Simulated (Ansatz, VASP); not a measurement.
Y7NbN8: VASP beside Ansatz

INCAR

```
  PREC = Accurate
  ENCUT = 520
  EDIFF = 1E-6
  ISMEAR = 0
  SIGMA = 0.05
  LREAL = Auto
  LASPH = T
  NELM = 150
  ALGO = Normal
  ISIF = 2
  LWAVE = F
  LCHARG = F
  LMAXMIX = 4
  LDAU = T
  LDAUTYPE = 2
  LDAUL = 2 -1 -1
  LDAUU = 2 0 0
  LDAUJ = 0 0 0
  LDAUPRINT = 1
  GGA = PS
  NBANDS = 79
```

The input KPOINTS:

```
Automatic mesh
0
Gamma
  3 3 3
```

The input POSCAR:

```
Y7NbN8
1.0
    0.0000000000      4.8935000000      4.8935000000
    4.8935000000      0.0000000000      4.8935000000
    4.8935000000      4.8935000000      0.0000000000
Nb Y N
1 7 8
Direct
    0.2581760925      0.2265717619      0.2576538495
    0.2459013437      0.2555726059      0.7493080406
    0.2493688379      0.7485665575      0.2493472485
    0.2493567502      0.7485699644      0.7528019628
    0.7495799517      0.2554624979      0.2457730494
    0.7495802021      0.2554601932      0.7492758200
    0.7530915186      0.7485243615      0.2492299454
    0.7512697875      0.7474334580      0.7507333629
    0.0007369118      0.9983770403      0.0004870787
    0.0237120374      0.0191800907      0.4785773100
    0.0051380494      0.4941503003      0.0049526694
    0.0051151760      0.4942137322      0.4958582265
    0.4788365201      0.0191671525      0.0234933037
    0.4788808134      0.0191421432      0.4785907344
    0.4960186923      0.4940947668      0.0049885593
    0.5012865240      0.4967830337      0.5009924279
```

Input for Ansatz:

```yaml
crystal:
  lattice:
    - [0.0, 4.8935, 4.8935]
    - [4.8935, 0.0, 4.8935]
    - [4.8935, 4.8935, 0.0]
  atoms:
    - { symbol: Nb, position: [0.2581760925, 0.2265717619, 0.2576538495] }
    - { symbol: "Y", position: [0.2459013437, 0.2555726059, 0.7493080406] }
    - { symbol: "Y", position: [0.2493688379, 0.7485665575, 0.2493472485] }
    - { symbol: "Y", position: [0.2493567502, 0.7485699644, 0.7528019628] }
    - { symbol: "Y", position: [0.7495799517, 0.2554624979, 0.2457730494] }
    - { symbol: "Y", position: [0.7495802021, 0.2554601932, 0.74927582] }
    - { symbol: "Y", position: [0.7530915186, 0.7485243615, 0.2492299454] }
    - { symbol: "Y", position: [0.7512697875, 0.747433458, 0.7507333629] }
    - { symbol: "N", position: [0.0007369118, 0.9983770403, 0.0004870787] }
    - { symbol: "N", position: [0.0237120374, 0.0191800907, 0.47857731] }
    - { symbol: "N", position: [0.0051380494, 0.4941503003, 0.0049526694] }
    - { symbol: "N", position: [0.005115176, 0.4942137322, 0.4958582265] }
    - { symbol: "N", position: [0.4788365201, 0.0191671525, 0.0234933037] }
    - { symbol: "N", position: [0.4788808134, 0.0191421432, 0.4785907344] }
    - { symbol: "N", position: [0.4960186923, 0.4940947668, 0.0049885593] }
    - { symbol: "N", position: [0.501286524, 0.4967830337, 0.5009924279] }
basis:
  ecutwfc: 420
  ecutrho_ratio: 4
kpoints:
  mp_grid: { grid: [3, 3, 3] }
hamiltonian:
  xc: pbesol
  hubbard: { sites: [{ site: 0, l: d, u_eff: 2.0 }] }
scf:
  occupations: { method: gaussian, width: 0.05 }
  lower_state_search: "off"
  max_iter: 150
output:
  forces: true
  stress: true
  eigenvalues: true
  populations: true
  hubbard: { sites: [{ site: 0, l: d }] }
```

Alike in both runs: task single point; functional PBEsol; k mesh 3 × 3 × 3; occupations gaussian, width 0.05 eV; no spin polarisation; Hubbard terms Nb d U = 2.0 eV.

|  | VASP | Ansatz |
| --- | --- | --- |
| version | VASP 6.6.1 | Ansatz 0.2.0 |
| potentials or method | VASP PAW PBE potentials, release 64 (Nb_sv, Y_sv, N), cutoff 520 eV | scalar-relativistic, plane waves, PAW |
| valence electrons in the cell | 130 | 130 |

|  | VASP | Ansatz | Ansatz less VASP |
| --- | --- | --- | --- |
| gap on the k mesh at the Fermi level (eV) | none | none | - |
| pressure (GPa) | -11.2 | -11.2 | -0.04 |
| rms of the force components (eV/Å) | 0.030 | 0.006 | -0.0238 |

VASP's potentials were made for PBE, not for PBEsol. The programs project onto different local orbitals, so the same U acts differently, and such runs can settle in different states. Atom by atom the forces differ by 0.028 eV/Å (rms over components). A gap of «none» marks a metal or a gap that the smearing closes. Ansatz's warnings: filled band counts differ across k points.

The k mesh is coarse, so the values compare programs but aren't converged.
